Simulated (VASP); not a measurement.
A run of VASP 6.6.1:

Contents of INCAR:

```
SYSTEM = MoSe2
ALGO     = Normal         ! electronic algorithm
EDIFF    = 1E-6           ! SCF threshold, eV
ENCUT    = 500            ! plane-wave cutoff, eV
GGA      = PS             ! functional
GGA_COMPAT= .FALSE.      
ISIF     = 2              ! what is computed and relaxed
ISMEAR   = 0              ! smearing method
LASPH    = .TRUE.         ! aspherical terms in the spheres
LCHARG   = .FALSE.        ! write CHGCAR
LREAL    = .FALSE.        ! projectors in reciprocal space
LWAVE    = .FALSE.        ! write WAVECAR
NBANDS   = 35             ! bands
NELM     = 120            ! most SCF steps
PREC     = Accurate       ! precision mode
SIGMA    = 0.02           ! smearing width, eV
```

Contents of KPOINTS:

```
k-points
0
G
  6 6 1
  0 0 0
```

POSCAR

```
MoSe2
1.0
    3.2691393290     -0.0000000028      0.0000000000
   -1.6345696621      2.8311577089      0.0000000000
    0.0000000000      0.0000000000     13.1250692463
Mo Se
2 4
Direct
    0.6666666667      0.3333333333      0.7500000000
    0.3333333333      0.6666666667      0.2500000000
    0.3333333333      0.6666666667      0.8768049085
    0.6666666667      0.3333333333      0.3768049085
    0.3333333333      0.6666666667      0.6231950915
    0.6666666667      0.3333333333      0.1231950915
```

Potentials or basis: VASP PAW PBE potentials, release 64 (Mo_sv, Se).

Run with:

```bash
$ cat potpaw_PBE.64/Mo_sv/POTCAR potpaw_PBE.64/Se/POTCAR > POTCAR
$ mpirun -np 1 vasp_std > vasp.out
```

Hardware: 1 thread of AMD EPYC 7R43 64-Core Processor (Zen 3), with other jobs on the host.

Problem. How long does it take, and how much memory?

Solution. Wall time 42 s on 1 thread of AMD EPYC 7R43 64-Core Processor (Zen 3) (shared host), peak memory 0.19 GiB. Counts: scf iterations 14, k points 7.
